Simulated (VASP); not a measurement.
# Re (Fm-3m) in VASP: further runs, part 2 of 2

VASP 6.6.1. The steps go on from the part before.

## Step 3: Single point, PBE

INCAR reads:

```
SYSTEM = Re
PREC = Accurate
ENCUT = 600
EDIFF = 1E-6
ISMEAR = -1
SIGMA = 0.1
LREAL = .False.
LASPH = .True.
NELM = 120
ALGO = Normal
ISIF = 2
LWAVE = .False.
LCHARG = .False.
GGA = PE
NBANDS = 10
GGA_COMPAT = .False.
```

KPOINTS reads:

```
regular mesh
0
Gamma
  4 4 4
  0 0 0
```

POSCAR reads:

```
Re
1.0
   -1.9582209614      0.0000000000      1.9582209614
    0.0000000000      1.9582209614      1.9582209614
   -1.9582209614      1.9582209614      0.0000000000
Re
1
Direct
    0.0000000000      0.0000000000      0.0000000000
```

Potentials or basis: VASP PAW PBE potentials, release 64 (Re).

On the command line:

```bash
cat potpaw_PBE.64/Re/POTCAR > POTCAR
mpirun -np 1 vasp_std > vasp.out
```

OUTCAR:

```text
SYSTEM = Re
   PREC = Accurate
   ENCUT = 600
   EDIFF = 1E-6
   ISMEAR = -1
   LREAL = .False.
   LASPH = .True.
   NELM = 120
   ISIF = 2
   GGA = PE

 ion  position               nearest neighbor table
   1  0.000  0.000  0.000-

  LATTYP: Found a face centered cubic cell.
 ALAT       =     3.9164419228

  Lattice vectors:

 A1 = (  -1.9582209614,   0.0000000000,   1.9582209614)
 A2 = (   0.0000000000,   1.9582209614,   1.9582209614)
 A3 = (  -1.9582209614,   1.9582209614,   0.0000000000)

Analysis of symmetry for initial positions (statically):
=====================================================================
 Subroutine PRICEL returns:
 Original cell was already a primitive cell.

 Routine SETGRP: Setting up the symmetry group for a
 face centered cubic supercell.

 Subroutine GETGRP returns: Found 48 space group operations
 (whereof 48 operations were pure point group operations)
 out of a pool of 48 trial point group operations.

The static configuration has the point symmetry O_h .

Analysis of symmetry for dynamics (positions and initial velocities):
=====================================================================
 Subroutine PRICEL returns:
 Original cell was already a primitive cell.

 Routine SETGRP: Setting up the symmetry group for a
 face centered cubic supercell.

 Subroutine GETGRP returns: Found 48 space group operations
 (whereof 48 operations were pure point group operations)
 out of a pool of 48 trial point group operations.

The dynamic configuration has the point symmetry O_h .

 Subroutine INISYM returns: Found 48 space group operations
 (whereof 48 operations are pure point group operations),
 and found     1 'primitive' translations

----------------------------------------------------------------------------------------

                                     Primitive cell

  volume of cell :      15.0181

  direct lattice vectors                    reciprocal lattice vectors
    -1.958220961  0.000000000  1.958220961    -0.255333800 -0.255333800  0.255333800
     0.000000000  1.958220961  1.958220961     0.255333800  0.255333800  0.255333800
    -1.958220961  1.958220961  0.000000000    -0.255333800  0.255333800 -0.255333800

  length of vectors
     2.769342642  2.769342642  2.769342642     0.442251115  0.442251115  0.442251115

  position of ions in fractional coordinates (direct lattice)
     0.000000000  0.000000000  0.000000000

  ion indices of the primitive-cell ions
   primitive index   ion index
                 1           1

----------------------------------------------------------------------------------------

 KPOINTS: regular mesh

Automatic generation of k-mesh.
 Grid dimensions read from file:
 generate k-points for:    4    4    4

 Generating k-lattice:

  Cartesian coordinates                     Fractional coordinates (reciprocal lattice)
    -0.063833450 -0.063833450  0.063833450     0.250000000  0.000000000  0.000000000
     0.063833450  0.063833450  0.063833450     0.000000000  0.250000000  0.000000000
    -0.063833450  0.063833450 -0.063833450     0.000000000  0.000000000  0.250000000

  Length of vectors
     0.110562779  0.110562779  0.110562779

  Shift w.r.t. Gamma in fractional coordinates (k-lattice)
     0.000000000  0.000000000  0.000000000

 Subroutine IBZKPT returns following result:
 ===========================================

 Found      8 irreducible k-points:

 Following reciprocal coordinates:
            Coordinates               Weight
  0.000000  0.000000  0.000000      1.000000
  0.250000  0.000000  0.000000      8.000000
  0.500000  0.000000  0.000000      4.000000
  0.250000  0.250000  0.000000      6.000000
  0.500000  0.250000  0.000000     24.000000
 -0.250000  0.250000  0.000000     12.000000
  0.500000  0.500000  0.000000      3.000000
 -0.250000  0.500000  0.250000      6.000000
   k-points           NKPTS =      8   k-points in BZ     NKDIM =      8   number of bands    NBANDS=     10
   number of dos      NEDOS =    301   number of ions     NIONS =      1
   total plane-waves  NPLWV =  13824
   dimension x,y,z NGX =    24 NGY =   24 NGZ =   24
   dimension x,y,z NGXF=    48 NGYF=   48 NGZF=   48
   ions per type =               1
   NGX,Y,Z   is equivalent  to a cutoff of  14.41, 14.41, 14.41 a.u.
   NGXF,Y,Z  is equivalent  to a cutoff of  28.81, 28.81, 28.81 a.u.
 SYSTEM =  Re
   PREC   = accura    normal or accurate (medium, high low for compatibility)
   ISTART =      0    job   : 0-new  1-cont  2-samecut
   ICHARG =      2    charge: 1-file 2-atom 10-const
   ISPIN  =      1    spin polarized calculation?
   LNONCOLLINEAR =      F non collinear calculations
   LSORBIT =      F    spin-orbit coupling
   LASPH  =      T    aspherical Exc in radial PAW
   ENCUT  =  600.0 eV  44.10 Ry    6.64 a.u.   5.53  5.53  5.53*2*pi/ulx,y,z
   NELM   =    120;   NELMIN=  2; NELMDL= -5     # of ELM steps
   EDIFF  = 0.1E-05   stopping-criterion for ELM
   LREAL  =      F    real-space projection
   EDIFFG = 0.1E-04   stopping-criterion for IOM
   NSW    =      0    number of steps for IOM
   IBRION =     -1    ionic relax: 0-MD 1-quasi-New 2-CG
   NFREE  =      0    steps in history (QN), initial steepest desc. (CG)
   ISIF   =      2    stress and relaxation
   ISYM   =      2    0-nonsym 1-usesym 2-fastsym
   POTIM  = 0.5000    time-step for ionic-motion
   TEBEG  =    0.0;   TEEND  =   0.0 temperature during run
   PSTRESS=    0.0 pullay stress
   NELECT =       7.0000    total number of electrons
   NUPDOWN=      -1.0000    fix difference up-down
   EMIN   =  10.00;   EMAX   =-10.00  energy-range for DOS
   EFERMI =   0.00;   METHOD = LEGACY
   ISMEAR =    -1;   SIGMA  =   0.10  broadening in eV -4-tet -1-fermi 0-gaus
   EFERMI_NEDOS =   21; number of points for ismear=-14 and -15
   IALGO  =     38    algorithm
   IMIX   =      4    mixing-type and parameters
     AMIX     =   0.40;   BMIX     =  1.00
     AMIX_MAG =   1.60;   BMIX_MAG =  1.00
  volume/ion in A,a.u.               =      15.02       101.35
  Fermi-wavevector in a.u.,A,eV,Ry     =   1.269314  2.398656 21.921144  1.611159
  Thomas-Fermi vector in A             =   2.402362
   LORBIT       =      0    0 simple, 1 ext, 2 COOP (PROOUT), +10 PAW based schemes
   GGA     = PE    functional components
   LHFCALC =     F    Hartree Fock is set to
   AEXX    =    0.0000 exact exchange contribution
   IVDW    =     0    specifies the selected vdW correction
   LEPSILON=     F    determine dielectric tensor
   LRPA    =     F    only Hartree local field effects (RPA)
 non-spin polarized calculation
  energy-cutoff  :      600.00
  volume of cell :       15.02
 maximum number of plane-waves:       531
 NGX is ok and might be reduce to    24
   NGX = 11   NGY = 11   NGZ = 11

 number of electron       7.0000001 magnetization

 Free energy of the ion-electron system (eV)
  ---------------------------------------------------
  ext. energy  EPLUGINS =         0.00000000
  ---------------------------------------------------
  free energy    TOTEN  =       -12.19913007 eV

  energy without entropy =      -12.11385610  energy(sigma->0) =      -12.15649308

 E-fermi :   8.0720     XC(G=0): -13.6116

 val. band max:        7.5693540095   @ k =  -0.2500   0.2500   0.0000
 cond. band min:       8.0986728548   @ k =   0.5000   0.0000   0.0000
 fundamental gap:      0.5293188453
 Fermi energy:         8.0719894706

 k-point     1 :       0.0000    0.0000    0.0000
  band No.  band energies     occupation
      1      -2.0909      2.00000
      2       6.0518      2.00000
      3       6.0518      2.00000
      4       6.0518      2.00000
      5       9.1657      0.00004
      6       9.1657      0.00004
      7      21.7431      0.00000
      8      27.3493      0.00000
      9      27.3493      0.00000
     10      27.3493      0.00000

 k-point     2 :       0.2500    0.0000    0.0000
  band No.  band energies     occupation
      1       0.1797      2.00000
      2       5.2270      2.00000
      3       6.5164      2.00000
      4       6.5164      2.00000
      5       9.3080      0.00001
      6       9.3080      0.00001
      7      21.7535      0.00000
      8      25.3371      0.00000
      9      31.8082      0.00000
     10      31.8383      0.00000
[... 66 lines left out ...]
 k-point     8 :      -0.2500    0.5000    0.2500
  band No.  band energies     occupation
      1       3.0672      2.00000
      2       4.7468      2.00000
      3       4.7468      2.00000
      4       8.1327      0.70560
      5      12.3578      0.00000
      6      17.8605      0.00000
      7      18.4197      0.00000
      8      18.4197      0.00000
      9      23.0488      0.00000
     10      33.8876      0.00000

------------------------ aborting loop because EDIFF is reached ----------------------------------------

  FORCE on cell =-STRESS in cart. coord.  units (eV):
  Direction    XX          YY          ZZ          XY          YZ          ZX
  --------------------------------------------------------------------------------------
  -------------------------------------------------------------------------------------
  Total        0.2096309      0.2096309      0.2096309      0.0000000      0.0000000      0.0000000
  in kB       22.3640668     22.3640668     22.3640668      0.0000000      0.0000000      0.0000000
  external PRESSURE =      22.3640668 kB  Pullay stress =       0.0000000 kB

 VOLUME and BASIS-vectors are now :
 -----------------------------------------------------------------------------
  energy-cutoff  :      600.00
  volume of cell :       15.02
      direct lattice vectors                 reciprocal lattice vectors
    -1.958220961  0.000000000  1.958220961    -0.255333800 -0.255333800  0.255333800
     0.000000000  1.958220961  1.958220961     0.255333800  0.255333800  0.255333800
    -1.958220961  1.958220961  0.000000000    -0.255333800  0.255333800 -0.255333800

 POSITION                                       TOTAL-FORCE (eV/Angst)
 -----------------------------------------------------------------------------------
      0.00000      0.00000      0.00000         0.000000      0.000000      0.000000
 -----------------------------------------------------------------------------------
    total drift:                               -0.000000     -0.000000      0.000000

  FREE ENERGIE OF THE ION-ELECTRON SYSTEM (eV)
  ---------------------------------------------------
  free  energy   TOTEN  =       -12.1991300705 eV

  energy  without entropy=      -12.1138560959  energy(sigma->0) =      -12.15649308
```

OSZICAR:

```text
N       E                     dE             d eps       ncg     rms          rms(c)
DAV:   1     0.109394089862E+02    0.10939E+02   -0.40517E+03   256   0.879E+02
DAV:   2    -0.122660863159E+02   -0.23205E+02   -0.21527E+02   248   0.182E+02
DAV:   3    -0.129164826480E+02   -0.65040E+00   -0.64229E+00   258   0.475E+01
DAV:   4    -0.129198887842E+02   -0.34061E-02   -0.34023E-02   256   0.154E+00
DAV:   5    -0.129198917062E+02   -0.29220E-05   -0.29219E-05   238   0.351E-02    0.287E+01
DAV:   6    -0.123837870577E+02    0.53610E+00   -0.46056E-01   250   0.180E+01    0.115E+01
DAV:   7    -0.122036880210E+02    0.18010E+00   -0.35239E-01   250   0.150E+01    0.823E-01
DAV:   8    -0.122003741070E+02    0.33139E-02   -0.17194E-03   228   0.867E-01    0.136E-01
DAV:   9    -0.121991551460E+02    0.12190E-02   -0.91405E-04   222   0.255E-01    0.408E-02
DAV:  10    -0.121991350721E+02    0.20074E-04   -0.55215E-05   242   0.136E-01    0.148E-02
DAV:  11    -0.121991300002E+02    0.50719E-05   -0.53340E-06   162   0.339E-02    0.208E-03
DAV:  12    -0.121991300705E+02   -0.70292E-07   -0.36486E-07   106   0.184E-02
   1 F= -.12199130E+02 E0= -.12156493E+02  d E =-.852740E-01
```

stdout:

```text
POSCAR found type information on POSCAR Re
 POSCAR found :  1 types and       1 ions
 scaLAPACK will be used
 LDA part: xc-table for (Slater+PW92), standard interpolation
 POSCAR, INCAR and KPOINTS ok, starting setup
 FFT: planning ... GRIDC
 FFT: planning ... GRID_SOFT
 FFT: planning ... GRID
 WAVECAR not read
 entering main loop
```

It took 4 s on 1 thread of Intel Xeon 6975P-C (Granite Rapids), shared host; peak memory 0.14 GiB.

Results:

* Free energy: -12.1991 eV
* Pressure: 2.2 GPa

Levels at points of the mesh, in eV from the Fermi level:
| k point | band 1 | band 2 | band 3 | band 4 | band 5 | band 6 | band 7 | band 8 |
| --- | --- | --- | --- | --- | --- | --- | --- | --- |
| (0.00, 0.00, 0.00) | -10.16 | -2.02 | -2.02 | -2.02 | 1.09 | 1.09 | 13.67 | 19.28 |
| (0.50, 0.00, 0.00) | -6.91 | -2.21 | -2.21 | 0.03 | 3.56 | 3.56 | 9.52 | 13.21 |
| (0.50, 0.50, 0.00) | -6.80 | -5.97 | 2.53 | 3.52 | 4.28 | 4.28 | 11.95 | 11.95 |

Caveat: the k points lie up to 0.69 Å⁻¹ apart; spin-orbit coupling is left out, which moves the levels of the heavy elements.
